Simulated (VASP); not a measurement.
# HfC (Fm-3m) in VASP: settings compared, part 2 of 2

VASP 6.6.1.

### 3 Electric field gradients, PBE, non-collinear spin, zero start, spin-orbit coupling

File INCAR:

```
SYSTEM = HfC
PREC = Accurate
ENCUT = 520
EDIFF = 1E-8
ISMEAR = -1
SIGMA = 0.05
LREAL = .FALSE.
LASPH = .TRUE.
NELM = 150
ALGO = Normal
ISIF = 2
LWAVE = .FALSE.
LCHARG = .FALSE.
MAGMOM = 0 0 0 0 0 0
LORBIT = 11
LSORBIT = .TRUE.
GGA_COMPAT = .FALSE.
LORBMOM = .TRUE.
LMAXMIX = 4
GGA = PE
LEFG = .TRUE.
NBANDS = 26
```

File KPOINTS:

```
regular mesh
0
G
  12 12 12
  0 0 0
```

File POSCAR:

```
HfC
1.0
    0.0000000000      2.3250000000      2.3250000000
    2.3250000000      0.0000000000      2.3250000000
    2.3250000000      2.3250000000      0.0000000000
Hf C
1 1
Direct
    0.5000000000      0.5000000000      0.5000000000
    0.0000000000      0.0000000000      0.0000000000
```

Potentials or basis: VASP PAW PBE potentials, release 64 (Hf_pv, C).

Command:

```
$ cat potpaw_PBE.64/Hf_pv/POTCAR potpaw_PBE.64/C/POTCAR > POTCAR
$ mpirun -np 1 vasp_ncl > vasp.out
```

OUTCAR:

```text
SYSTEM = HfC
   PREC = Accurate
   ENCUT = 520
   EDIFF = 1E-8
   ISMEAR = -1
   LREAL = .FALSE.
   LASPH = .TRUE.
   NELM = 150
   ISIF = 2
   LORBIT = 11
   LSORBIT = .TRUE.
   GGA = PE

 ion  position               nearest neighbor table
   1  0.500  0.500  0.500-   2 2.33   2 2.33   2 2.33   2 2.33   2 2.33   2 2.33
   2  0.000  0.000  0.000-   1 2.33   1 2.33   1 2.33   1 2.33   1 2.33   1 2.33

  LATTYP: Found a face centered cubic cell.
 ALAT       =     4.6500000000

  Lattice vectors:

 A1 = (   0.0000000000,   2.3250000000,   2.3250000000)
 A2 = (   2.3250000000,   0.0000000000,   2.3250000000)
 A3 = (   2.3250000000,   2.3250000000,   0.0000000000)

Analysis of symmetry for initial positions (statically):
=====================================================================
 Subroutine PRICEL returns:
 Original cell was already a primitive cell.

 Routine SETGRP: Setting up the symmetry group for a
 face centered cubic supercell.

 Subroutine GETGRP returns: Found 48 space group operations
 (whereof 48 operations were pure point group operations)
 out of a pool of 48 trial point group operations.

The static configuration has the point symmetry O_h .

Analysis of symmetry for dynamics (positions and initial velocities):
=====================================================================
 Subroutine PRICEL returns:
 Original cell was already a primitive cell.

 Routine SETGRP: Setting up the symmetry group for a
 face centered cubic supercell.

 Subroutine GETGRP returns: Found 48 space group operations
 (whereof 48 operations were pure point group operations)
 out of a pool of 48 trial point group operations.

The dynamic configuration has the point symmetry O_h .

Analysis of structural, dynamic, and magnetic symmetry:
=====================================================================
 Subroutine PRICEL returns:
 Original cell was already a primitive cell.

 Routine SETGRP: Setting up the symmetry group for a
[... 932 lines left out ...]

 # of ion     p       d       tot
 ----------------------------------------
  1         0.000   0.000   0.000
  2        -0.000   0.000  -0.000
 ----------------------------------------
           -0.000   0.000   0.000

 orbital moment (z)

 # of ion     p       d       tot
 ----------------------------------------
  1         0.000   0.000   0.000
  2         0.000   0.000   0.000
 ----------------------------------------
            0.000   0.000   0.000

 Spin-Orbit-Coupling matrix elements

 Ion:    1  E_soc:     -1.2961504
 l=   1
     0.0000000    -0.2094371    -0.2094371
    -0.2094371     0.0000000    -0.2094371
    -0.2094371    -0.2094371     0.0000000
 l=   2
     0.0000000    -0.0012737     0.0000000    -0.0012737    -0.0053143
    -0.0012737     0.0000000    -0.0039857    -0.0012737    -0.0013286
     0.0000000    -0.0039857     0.0000000    -0.0039857     0.0000000
    -0.0012737    -0.0012737    -0.0039857     0.0000000    -0.0013286
    -0.0053143    -0.0013286     0.0000000    -0.0013286     0.0000000
 l=   3
     0.0000000     0.0000000     0.0000000     0.0000000     0.0000000     0.0000000     0.0000000
     0.0000000     0.0000000     0.0000000     0.0000000     0.0000000     0.0000000     0.0000000
     0.0000000     0.0000000     0.0000000     0.0000000     0.0000000     0.0000000     0.0000000
     0.0000000     0.0000000     0.0000000     0.0000000     0.0000000     0.0000000     0.0000000
     0.0000000     0.0000000     0.0000000     0.0000000     0.0000000     0.0000000     0.0000000
     0.0000000     0.0000000     0.0000000     0.0000000     0.0000000     0.0000000     0.0000000
     0.0000000     0.0000000     0.0000000     0.0000000     0.0000000     0.0000000     0.0000000

 Ion:    2  E_soc:     -0.0003001
 l=   1
     0.0000000    -0.0000500    -0.0000500
    -0.0000500     0.0000000    -0.0000500
    -0.0000500    -0.0000500     0.0000000
 l=   2
     0.0000000     0.0000000     0.0000000     0.0000000     0.0000000
     0.0000000     0.0000000     0.0000000     0.0000000     0.0000000
     0.0000000     0.0000000     0.0000000     0.0000000     0.0000000
     0.0000000     0.0000000     0.0000000     0.0000000     0.0000000
     0.0000000     0.0000000     0.0000000     0.0000000     0.0000000
 l=   3
     0.0000000     0.0000000     0.0000000     0.0000000     0.0000000     0.0000000     0.0000000
     0.0000000     0.0000000     0.0000000     0.0000000     0.0000000     0.0000000     0.0000000
     0.0000000     0.0000000     0.0000000     0.0000000     0.0000000     0.0000000     0.0000000
     0.0000000     0.0000000     0.0000000     0.0000000     0.0000000     0.0000000     0.0000000
     0.0000000     0.0000000     0.0000000     0.0000000     0.0000000     0.0000000     0.0000000
     0.0000000     0.0000000     0.0000000     0.0000000     0.0000000     0.0000000     0.0000000
     0.0000000     0.0000000     0.0000000     0.0000000     0.0000000     0.0000000     0.0000000

 total charge

# of ion       s       p       d       tot
------------------------------------------
    1        0.311   6.670   1.668   8.649
    2        0.874   1.512   0.000   2.386
--------------------------------------------------
tot          1.185   8.181   1.668  11.034

 magnetization (x)

# of ion       s       p       d       tot
------------------------------------------
    1        0.000   0.000   0.000   0.000
    2       -0.000   0.000   0.000  -0.000
--------------------------------------------------
tot         -0.000   0.000   0.000  -0.000

 magnetization (y)

# of ion       s       p       d       tot
------------------------------------------
    1        0.000  -0.000   0.000   0.000
    2        0.000   0.000   0.000   0.000
--------------------------------------------------
tot          0.000  -0.000   0.000   0.000

 magnetization (z)

# of ion       s       p       d       tot
------------------------------------------
    1        0.000   0.000   0.000   0.000
    2       -0.000   0.000   0.000  -0.000
--------------------------------------------------
tot         -0.000   0.000   0.000   0.000
```

OSZICAR:

```text
N       E                     dE             d eps       ncg     rms          rms(c)
DAV:   1     0.429710816721E+02    0.42971E+02   -0.74469E+03  3752   0.106E+03
DAV:   2    -0.219944107492E+02   -0.64965E+02   -0.61548E+02  4560   0.264E+02
DAV:   3    -0.248591384490E+02   -0.28647E+01   -0.28359E+01  4766   0.398E+01
DAV:   4    -0.248848787423E+02   -0.25740E-01   -0.25371E-01  4266   0.399E+00
DAV:   5    -0.248850601314E+02   -0.18139E-03   -0.18136E-03  4532   0.339E-01    0.631E+01
DAV:   6    -0.217563226121E+02    0.31287E+01   -0.13660E+01  4146   0.198E+01    0.434E+01
DAV:   7    -0.217154979425E+02    0.40825E-01   -0.70494E-01  4214   0.598E+00    0.269E+01
DAV:   8    -0.217108469233E+02    0.46510E-02   -0.86059E-02  4208   0.219E+00    0.831E+00
DAV:   9    -0.217027181419E+02    0.81288E-02   -0.15865E-02  4234   0.703E-01    0.190E+00
DAV:  10    -0.217014742761E+02    0.12439E-02   -0.70561E-03  4272   0.518E-01    0.118E+00
DAV:  11    -0.217013204569E+02    0.15382E-03   -0.54216E-04  4340   0.172E-01    0.158E-01
DAV:  12    -0.217013217484E+02   -0.12915E-05   -0.43886E-05  4240   0.511E-02    0.471E-02
DAV:  13    -0.217013206660E+02    0.10825E-05   -0.22793E-06  4136   0.134E-02    0.528E-02
DAV:  14    -0.217013203748E+02    0.29115E-06   -0.12045E-06  4390   0.752E-03    0.905E-03
DAV:  15    -0.217013204603E+02   -0.85418E-07   -0.91827E-08  4338   0.201E-03    0.539E-04
DAV:  16    -0.217013204891E+02   -0.28832E-07   -0.22696E-09  2150   0.447E-04    0.132E-03
DAV:  17    -0.217013204852E+02    0.38706E-08   -0.34112E-10  2002   0.146E-04
   1 F= -.21701320E+02 E0= -.21700063E+02  d E =-.251538E-02  mag=     0.0000     0.0000    -0.0000
```

Wall time 42 s (1 thread of Intel Xeon 6975P-C (Granite Rapids), shared host); peak memory 0.24 GiB.

Results:

* Free energy: -21.7013 eV
* Pressure: -0.5 GPa
* Net moment: 0.00 μB per cell
* Valence electrons inside the program's atomic spheres: Hf 8.65; C 2.39

Moments on the atoms (μB; x, y, z):
```
Hf  0.00 0.00 0.00
C   0.00 0.00 0.00
```

Caveat: without QUAD_EFG the Cq values of the log hold for a quadrupole moment of 1 mb, not for the nuclei.
